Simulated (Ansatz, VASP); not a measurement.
Two plane-wave programs on Si

```
Si
1.0
     0.00000    2.70083    2.70083
     2.70083    0.00000    2.70083
     2.70083    2.70083    0.00000
Si
2
Direct
  0.50000 0.50000 0.50000
  0.75000 0.75000 0.75000
```

Alike in both runs: task relaxation of cell and atoms; functional LDA; k mesh 12 × 12 × 12; no spin polarisation.

|  | VASP | Ansatz |
| --- | --- | --- |
| version | VASP 6.6.1 | Ansatz 0.2.0 |
| potentials or method | VASP PAW LDA potentials, release 64 (Si), cutoff 600 eV | scalar-relativistic, plane waves, PAW |
| occupations | gaussian, width 0.01 eV | fixed |
| valence electrons in the cell | 8 | 8 |

Ansatz gave:

* gap on the k mesh at the Fermi level, each at its own relaxed structure (eV): 0.44
* relaxed volume (Å³/atom): 19.70
* relaxed cell length with the largest relative difference (Å): 3.820

Which values does VASP return?

gap on the k mesh at the Fermi level, each at its own relaxed structure (eV): 0.44; relaxed volume (Å³/atom): 19.72; relaxed cell length with the largest relative difference (Å): 3.820.

Ansatz warns that its potentials were made for another functional, while VASP's fit it. LDA's correlation is that of Perdew and Zunger in VASP and of Perdew and Wang (1992) in Ansatz.
